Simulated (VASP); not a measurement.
Crystal: MoH5.

```
H Mo
1.0
     0.00000    3.06310    3.06310
     3.06310    0.00000    3.06310
     3.06310    3.06310    0.00000
H Mo
5 1
Direct
  0.25000 0.25000 0.25000
  0.62426 0.12721 0.62426
  0.62426 0.62426 0.12721
  0.62426 0.62426 0.62426
  0.12721 0.62426 0.62426
  0.00000 0.00000 0.00000
```

| Property | Result |
| --- | --- |
| Program | VASP 6.6.1 |
| Task | relaxation of cell and atoms |
| Functional | PBE |
| Potentials or basis | VASP PAW PBE potentials, release 64 (H, Mo_sv) |
| Cutoff | 600 eV |
| k mesh | 6 × 6 × 6 |
| Occupations | gaussian, width 0.1 eV |
| Spin | no spin polarisation |

At the start: pressure -32.1 GPa; volume 9.58 Å³/atom.

Problem. Where does the relaxation end?

Solution. Over 9 steps the energy falls by 848.7 meV/atom and the volume is 4.82 Å³/atom (-49.7 %); space group F-43m (No. 216, to 0.05 Å).

Step by step:
| step | energy change (eV) | largest force (eV/Å) | pressure (GPa) | volume (Å³) |
| --- | --- | --- | --- | --- |
| 1 | 0.0000 | 0.3534 | -32.12 | 57.48 |
| 2 | -3.0677 | 0.2873 | -33.27 | 42.94 |
| 3 | 7.9320 | 2.0529 | 505.91 | 14.33 |
| 4 | -4.2513 | 0.2606 | -27.73 | 36.78 |
| 5 | -4.7788 | 0.1540 | 31.44 | 25.35 |
| 6 | -5.0680 | 0.0879 | -6.49 | 30.01 |
| 7 | -5.0914 | 0.0493 | -0.95 | 29.04 |
| 8 | -5.0902 | 0.0300 | 1.92 | 28.60 |
| 9 | -5.0922 | 0.0283 | 0.05 | 28.90 |

Final structure:
```
CELL_PARAMETERS angstrom
0.00000 2.43558 2.43558
2.43558 0.00000 2.43558
2.43558 2.43558 0.00000
ATOMIC_POSITIONS crystal
H 0.25000 0.25000 0.25000
H 0.62629 0.12112 0.62629
H 0.62629 0.62629 0.12112
H 0.62629 0.62629 0.62629
H 0.12112 0.62629 0.62629
Mo 0.00000 0.00000 0.00000
```

Caveat: the volume moved by over 15 % at a fixed basis, so the end points are rough.
